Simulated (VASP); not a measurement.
Wanted: the native input for a VASP 6.6.1 run.

```
Task                   : single point
Functional             : PBEsol
Potentials or basis    : VASP PAW PBE potentials, release 64 (Ag)
Cutoff                 : 520 eV
k mesh                 : 13 × 13 × 1
Occupations            : fermi-dirac, width 0.1 eV
Spin                   : no spin polarisation
Dipole correction      : yes
Further INCAR settings : ALGO = Normal; EDIFF = 1e-06; NBANDS = 36
```

The structure of Ag lies in POSCAR:

```
Ag
1.0
    2.8669184167      0.0000000000      0.0000000000
   -1.4334592084      2.4828241794      0.0000000000
    0.0000000000      0.0000000000     25.3633000000
Ag
5
Direct
    0.8333333333      0.1666666667      0.3156819872
    0.1666666667      0.8333333333      0.4077268186
    0.5000000000      0.5000000000      0.4999999977
    0.8333333333      0.1666666667      0.5922731805
    0.1666666667      0.8333333333      0.6843180160
```

The input as run:

INCAR

```
PREC = Accurate
ENCUT = 520
EDIFF = 1E-6
ISMEAR = -1
SIGMA = 0.1
LREAL = F
LASPH = T
NELM = 100
ALGO = Normal
ISIF = 2
LWAVE = F
LCHARG = F
LDIPOL = T
IDIPOL = 3
DIPOL = 0.5 0.5 0.500
GGA = PS
NBANDS = 36
```

KPOINTS

```
Automatic mesh
0
Gamma
  13 13 1
```

Potentials or basis: VASP PAW PBE potentials, release 64 (Ag).

Launch:

```sh
$ cat potpaw_PBE.64/Ag/POTCAR > POTCAR
$ mpirun -np 1 vasp_std > vasp.out
```

It gave:

```yaml
Largest_force: 0.006 eV/Å
```

Caveat: the PAW data sets were made with another functional, which shifts forces and pressure a little.

It took 2.6 min on 1 thread of Intel(R) Xeon(R) Platinum 8175M CPU @ 2.50GHz (Skylake/Cascade Lake) (shared host), peak memory 0.36 GiB.
